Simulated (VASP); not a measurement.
A run of VASP 6.6.1 is set up as follows.

Contents of INCAR:

```
PREC = Accurate ; ENCUT = 520
EDIFF = 1E-7 ; ISMEAR = 0
SIGMA = 0.1 ; LREAL = F
LASPH = T ; NELM = 60
ALGO = Normal ; ISIF = 2
LWAVE = F ; LCHARG = F
GGA = PE ; NBANDS = 40
```

File KPOINTS:

```
Automatic mesh
0
Gamma
  6 6 6
```

File POSCAR:

```
LuSc2N3
1.0
    2.5601819300      1.4781217300      4.1207708200
   -2.5601819300      1.4781217300      4.1207708200
    0.0000000000     -2.9562434500      4.1207708200
Lu Sc N
1 2 3
Direct
    0.5000000000      0.5000000000      0.5000000000
    0.1235570000      0.1235570000      0.1235570000
    0.8764430000      0.8764430000      0.8764430000
    0.0000000000      0.5000000000      0.5000000000
    0.5000000000      0.5000000000      0.0000000000
    0.5000000000      0.0000000000      0.5000000000
```

Potentials or basis: VASP PAW PBE potentials, release 64 (Lu, Sc_sv, N).

Run with:

```bash
$ cat potpaw_PBE.64/Lu/POTCAR potpaw_PBE.64/Sc_sv/POTCAR potpaw_PBE.64/N/POTCAR > POTCAR
$ mpirun -np 1 vasp_std > vasp.out
```

Task: Estimate the pressure.

Result: -13.4 GPa.

Task: What does it give for the largest force?

Result: 0.306 eV/Å.

Forces on the atoms (eV/Å):
```
Lu   0.000  0.000  0.000
Sc   0.000  0.000  0.306
Sc   0.000  0.000 -0.306
N    0.000  0.000  0.000
N    0.000  0.000  0.000
N    0.000  0.000  0.000
```
